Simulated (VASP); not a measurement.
Runs of VASP 6.6.1 on SrO. The structure is that of space group Fm-3m (No. 225), or close to it. The cells are those of the table. 

| task | cell | k mesh | cutoff (eV) | smearing | gap on the mesh (eV) | pressure (GPa) |
| --- | --- | --- | --- | --- | --- | --- |
| relaxation of cell and atoms | relaxed to 50 GPa from a = 3.279 Å, angles 60.0°, 2 atoms | 10 × 10 × 10 | 600 | gaussian 0.01 eV | 2.13 | 50.0 |
| single point | a = 3.581 Å, angles 60.0°, 2 atoms | 8 × 8 × 8 | 520 | gaussian 0.02 eV | (a) | (b) |
| relaxation of cell and atoms | relaxed from a = 3.634 Å, angles 60.0°, 2 atoms | 8 × 8 × 8 | 600 | gaussian 0.02 eV | 3.07 | 0.0 |
| single point | a = 3.279 Å, angles 60.0°, 2 atoms | 10 × 10 × 10 | 520 | gaussian 0.01 eV | 2.08 | 52.7 |

Alike in all rows: level LDA; potentials or basis VASP PAW LDA potentials, release 64 (Sr_sv, O); no spin polarisation.

Task: Fill in the values left out.

Result: (a) 3.06; (b) 0.8.

Caveats: the cell is relaxed towards a set pressure, so the enthalpy falls and the energy may rise (some runs).

A k mesh can miss the band edges, and the runs leave out spin-orbit coupling on Sr.
